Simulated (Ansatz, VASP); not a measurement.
# BaHfO3: VASP beside Ansatz

Contents of POSCAR:

```
BaHfO3
1.0
    4.2061183603      0.0000000000      0.0000000000
    0.0000000000      4.2061183603      0.0000000000
    0.0000000000      0.0000000000      4.2061183603
Ba Hf O
1 1 3
Direct
    0.5000000000      0.5000000000      0.5000000000
    0.0000000000      0.0000000000      0.0000000000
    0.0000000000      0.5000000000      0.0000000000
    0.5000000000      0.0000000000      0.0000000000
    0.0000000000      0.0000000000      0.5000000000
```

The input INCAR.step1:

```
ALGO = Normal
EDIFF = 1E-5
ENCUT = 520
GGA = PE
ISIF = 2
ISMEAR = 0
LASPH = True
LCHARG = False
LREAL = False
LWAVE = True
NBANDS = 27
NELM = 60
PREC = Accurate
SIGMA = 0.02
```

File INCAR.step2:

```
ALGO = Normal
EDIFF = 1E-6
ENCUT = 520
GGA = PE
HFSCREEN = 0.2079
ISIF = 2
ISMEAR = 0
ISTART = 1
LASPH = True
LCHARG = False
LHFCALC = True
LREAL = False
LWAVE = False
NBANDS = 27
NELM = 60
PREC = Accurate
PRECFOCK = Fast
SIGMA = 0.02
```

File KPOINTS:

```
k-points
0
Gamma
  4 4 4
```

Input for Ansatz:

```yaml
crystal:
  lattice:
    - [4.2061183603, 0.0, 0.0]
    - [0.0, 4.2061183603, 0.0]
    - [0.0, 0.0, 4.2061183603]
  atoms:
    - { symbol: Ba, position: [0.5, 0.5, 0.5] }
    - { symbol: Hf, position: [0.0, 0.0, 0.0] }
    - { symbol: O, position: [0.0, 0.5, 0.0] }
    - { symbol: O, position: [0.5, 0.0, 0.0] }
    - { symbol: O, position: [0.0, 0.0, 0.5] }
basis:
  ecutwfc: 420
kpoints:
  mp_grid: { grid: [4, 4, 4] }
  band_path:
    path:
      - [[0.0, 0.0, 0.0], [0.0, 0.5, 0.0], [0.5, 0.5, 0.0], [0.0, 0.0, 0.0], [0.5, 0.5, 0.5], [0.0, 0.5, 0.0]]
      - [[0.5, 0.5, 0.5], [0.5, 0.5, 0.0]]
    npoints: 4
hamiltonian:
  xc: hse06
scf:
  occupations: { method: gaussian, width: 0.02 }
output:
  forces: true
  stress: true
  eigenvalues: true
  populations: true
  dos: { projected: true, de: 0.02 }
  bader: false
  write_density: true
  write_potential: true
  elf: true
  volumetric_format: npy
```

Alike in both runs: task single point; functional HSE06; k mesh 4 × 4 × 4; occupations gaussian, width 0.02 eV; no spin polarisation.

```csv
,VASP,Ansatz
version,VASP 6.6.1,Ansatz 0.2.0
potentials or method,"VASP PAW PBE potentials, release 64 (Ba_sv, Hf_pv, O), cutoff 520 eV","scalar-relativistic, plane waves, PAW"
valence electrons in the cell,38,54
```

VASP gave:

| Quantity | Value |
| --- | --- |
| gap on the k mesh at the Fermi level (eV) | 5.00 |
| least direct gap on the mesh (eV) | 5.27 |
| pressure (GPa) | -4.8 |

Q: Which values does Ansatz return?

A: gap on the k mesh at the Fermi level (eV): 5.13; least direct gap on the mesh (eV): 5.32; pressure (GPa): -3.6.

With one functional, cell and mesh, what is left measures potentials, basis and numerics. VASP's potentials hold 38 valence electrons a cell and Ansatz's 54, so a difference there can come from the potentials and not from the codes. Ansatz's warnings: stress exchange threshold loose, stress scf threshold loose.

Spin-orbit coupling is off throughout.
